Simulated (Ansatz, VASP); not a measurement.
# B in VASP and in Ansatz

File INCAR:

```
ALGO     = Normal         # electronic algorithm
EDIFF    = 1E-6           # SCF threshold, eV
ENCUT    = 520            # plane-wave cutoff, eV
GGA      = PS             # functional
ISIF     = 2              # what is computed and relaxed
ISMEAR   = -1             # smearing method
LASPH    = T              # aspherical terms in the spheres
LCHARG   = F              # write CHGCAR
LREAL    = F              # projectors in reciprocal space
LWAVE    = F              # write WAVECAR
NBANDS   = 14             # bands
NELM     = 60             # most SCF steps
PREC     = Accurate       # precision mode
SIGMA    = 0.1            # smearing width, eV
```

The input KPOINTS:

```
k-points
0
Gamma
  23 23 3
```

Contents of POSCAR:

```
B
1.0
    1.6867247637      0.0000000000      0.0000000000
   -0.8433623819      1.4607464946      0.0000000000
    0.0000000000      0.0000000000     14.1432826571
B
4
Direct
    0.0000000000      0.0000000000      0.0000000000
    0.0000000000      0.0000000000      0.5000000000
    0.3333333333      0.6666666667      0.2500000000
    0.6666666667      0.3333333333      0.7500000000
```

Input for Ansatz:

```yaml
crystal:
  lattice:
    - [1.6867247637, 0.0, 0.0]
    - [-0.8433623819, 1.4607464946, 0.0]
    - [0.0, 0.0, 14.1432826571]
  atoms:
    - { symbol: B, position: [0.0, 0.0, 0.0] }
    - { symbol: B, position: [0.0, 0.0, 0.5] }
    - { symbol: B, position: [0.3333333333, 0.6666666667, 0.25] }
    - { symbol: B, position: [0.6666666667, 0.3333333333, 0.75] }
hamiltonian:
  xc: pbesol
  pseudopotentials:
    kind: paw
    azcp:
      B: "pseudopotentials/B.paw.azcp"
basis:
  ecutwfc: 420
  fft_grid_basis: typed
kpoints:
  mp_grid: { grid: [23, 23, 3], shift: [0, 0, 0] }
magnetization:
  spin_polarized: false
scf:
  occupations: { method: fermi_dirac, width: 0.1 }
  lower_state_search: "off"
output:
  stress: true
```

Alike in both runs: task single point; functional PBEsol; k mesh 23 × 23 × 3; occupations fermi-dirac, width 0.1 eV; no spin polarisation.

|  | VASP | Ansatz |
| --- | --- | --- |
| version | VASP 6.6.1 | Ansatz 0.2.0 |
| potentials or method | VASP PAW PBE potentials, release 64 (B), cutoff 520 eV | plane waves (420 eV) with PAW, scalar-relativistic |
| valence electrons in the cell | 12 | 12 |

VASP gave:

| Property | Result |
| --- | --- |
| pressure (GPa) | 7.4 |
| traceless stress, the component that is largest in VASP (GPa) | -7.70 |

**Question.** Estimate Ansatz's values.

**Answer.** Pressure (GPa): 7.2; traceless stress, the component that is largest in VASP (GPa): -7.34.

VASP's potentials were made for PBE, not for PBEsol, and Ansatz warns of the same on its side.
